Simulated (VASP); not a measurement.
Ti4O, 5 atoms in the cell. The cell holds a slab with vacuum, 5 atoms: a = 2.868 Å, b = 2.868 Å, c = 26.025 Å, α = 90.00°, β = 90.00°, γ = 120.00°. 

| Item | Value |
| --- | --- |
| Program | VASP 6.6.1 |
| Task | relaxation of the atoms |
| Functional | PBEsol |
| Potentials or basis | VASP PAW PBE potentials, release 64 (Ti_sv, O) |
| Cutoff | 520 eV |
| k mesh | 12 × 12 × 1 |
| Occupations | gaussian, width 0.1 eV |
| Spin | no spin polarisation |
| Dipole correction | yes |
| Atoms held fixed (from 0) | [0, 1, 2, 3] |
| Further INCAR settings | ALGO = Normal; EDIFF = 1e-06; IBRION = 2; EDIFFG = -0.02; NSW = 45 |
| Atoms held along some axes (from 0) | atom 4 along a and b |

Potentials or basis: VASP PAW PBE potentials, release 64 (Ti_sv, O).

Launch:

```console
$ cat potpaw_PBE.64/Ti_sv/POTCAR potpaw_PBE.64/O/POTCAR > POTCAR
$ mpirun -np 1 vasp_std > vasp.out
```

Hardware: 1 thread of Intel Xeon 8259CL (shared host).

Question: How long does it take, and how much memory?

Answer: Wall time 25 min on 1 thread of Intel Xeon 8259CL, on a shared host, peak memory 0.39 GiB. Counts: scf iterations 103, k points 19, ion steps 5.
